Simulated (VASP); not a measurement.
## TiC: single point with PBE

The system is TiC.

```
Ti C
1.0
     0.00000    2.16641    2.16641
     2.16641    0.00000    2.16641
     2.16641    2.16641    0.00000
Ti C
1 1
Direct
  0.00000 0.00000 0.00000
  0.50000 0.50000 0.50000
```

* Program: VASP 6.6.1
* Task: single point
* Functional: PBE
* Potentials or basis: VASP PAW PBE potentials, release 64 (Ti_sv, C)
* Cutoff: 520 eV
* k mesh: 16 × 16 × 16
* Occupations: gaussian, width 0.1 eV
* Spin: no spin polarisation
* Dipole correction: no
* Further INCAR settings: ALGO = Normal; EDIFF = 1e-06; NBANDS = 15

| Item | Value |
| --- | --- |
| Pressure | 0.2 GPa |
| Band gap on the k mesh | zero (band 8 reaches 10.09 eV, above the bottom of band 9 at 9.00 eV) |

Levels at points of the mesh, in eV from the Fermi level:
| k point | band 4 | band 5 | band 6 | band 7 | band 8 | band 9 | band 10 | band 11 | band 12 | band 13 |
| --- | --- | --- | --- | --- | --- | --- | --- | --- | --- | --- |
| (0.00, 0.00, 0.00) | -32.61 | -12.39 | 0.70 | 0.70 | 0.70 | 1.68 | 1.68 | 1.68 | 1.72 | 1.72 |
| (0.50, 0.00, 0.00) | -32.66 | -8.91 | -5.83 | -2.88 | -2.88 | 2.92 | 2.92 | 4.10 | 8.15 | 8.15 |
| (0.50, 0.50, 0.00) | -32.78 | -10.10 | -3.42 | -1.61 | -0.03 | -0.03 | 2.71 | 3.52 | 3.52 | 5.79 |

It took 24 s on 1 thread of AMD EPYC 9R45 96-Core Processor (Zen 5), with other jobs on the host, peak memory 0.14 GiB.
